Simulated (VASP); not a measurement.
Runs of VASP 6.6.1 on Hf. The structure is that of space group Fm-3m (No. 225), or close to it. The cells are those of the table. 

```csv
task,cell,gap on the mesh (eV),pressure (GPa)
single point,"a = 3.129 Å, angles 60.0°, 1 atom",none,(a)
electric field gradients,"a = 3.097 Å, angles 60.0°, 1 atom",none,2.5
single point,"a = 3.155 Å, angles 59.3°, 1 atom",none,-2.0
single point,"a = 3.108 Å, angles 61.3°, 1 atom",none,-1.9
```

Alike in all rows: level PBEsol; potentials or basis VASP PAW PBE potentials, release 64 (Hf_pv); no spin polarisation; k mesh 16 × 16 × 16; cutoff (eV) 520; smearing fermi-dirac 0.03 eV.

Task: Fill in the values left out.

Result: (a) -1.0.

Caveats: the PAW data sets were made with another functional, which shifts forces and pressure a little; spin-orbit coupling is left out, which moves the levels of the heavy elements.

A k mesh can miss the band edges, and the runs leave out spin-orbit coupling on Hf.

A gap of «none» marks levels without a gap at the run's occupations.
